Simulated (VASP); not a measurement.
Set up this calculation in VASP 6.6.1, as the native input.

```
Task                   : single point
Functional             : PBE
Potentials or basis    : VASP PAW PBE potentials, release 64 (C, O)
Cutoff                 : 520 eV
k mesh                 : 4 × 4 × 4
Occupations            : gaussian, width 0.05 eV
Spin                   : no spin polarisation
Dipole correction      : no
Further INCAR settings : ALGO = Normal; EDIFF = 1e-07; NBANDS = 44
```

The structure of CO2 lies in POSCAR:

```
CO2
1.0
    6.3864670220      0.0000000000      0.0000000000
    0.0000000000      6.3864670220      0.0000000000
    0.0000000000      0.0000000000      5.7989120559
C O
4 8
Direct
    0.0000000000      0.0000000000      0.0000000000
    0.5000000000      0.0000000000      0.5000000000
    0.5000000000      0.5000000000      0.0000000000
    0.0000000000      0.5000000000      0.5000000000
    0.1114834447      0.1114834447      0.1114834447
    0.3885165553      0.8885165553      0.6114834447
    0.6114834447      0.3885165553      0.8885165553
    0.8885165553      0.6114834447      0.3885165553
    0.8885165553      0.8885165553      0.8885165553
    0.6114834447      0.1114834447      0.3885165553
    0.3885165553      0.6114834447      0.1114834447
    0.1114834447      0.3885165553      0.6114834447
```

The input as run:

INCAR

```
ALGO     = Normal         # electronic algorithm
EDIFF    = 1E-7           # SCF threshold, eV
ENCUT    = 520            # plane-wave cutoff, eV
GGA      = PE             # functional
ISIF     = 2              # what is computed and relaxed
ISMEAR   = 0              # smearing method
LASPH    = T              # aspherical terms in the spheres
LCHARG   = F              # write CHGCAR
LREAL    = F              # projectors in reciprocal space
LWAVE    = F              # write WAVECAR
NBANDS   = 44             # bands
NELM     = 60             # most SCF steps
PREC     = Accurate       # precision mode
SIGMA    = 0.05           # smearing width, eV
```

KPOINTS

```
k-points
0
Gamma
  4 4 4
```

Potentials or basis: VASP PAW PBE potentials, release 64 (C, O).

Command:

```bash
$ cat potpaw_PBE.64/C/POTCAR potpaw_PBE.64/O/POTCAR > POTCAR
$ mpirun -np 1 vasp_std > vasp.out
```

It gave:

```json
{
 "Pressure": "-4.5 GPa",
 "Largest force": "1.960 eV/Å",
 "Band gap on the k mesh": "6.35 eV"
}
```

Caveat: the cell stands under tension; this functional lacks dispersion, which holds the molecules together, so the pressure and a relaxed volume are unreliable; forces of over 1 eV/Å act on the atoms, so gaps and moduli don't describe the material at rest.

It took 120 s on 1 thread of AMD EPYC 9R45 96-Core Processor (Zen 5) (shared host), peak memory 0.39 GiB.
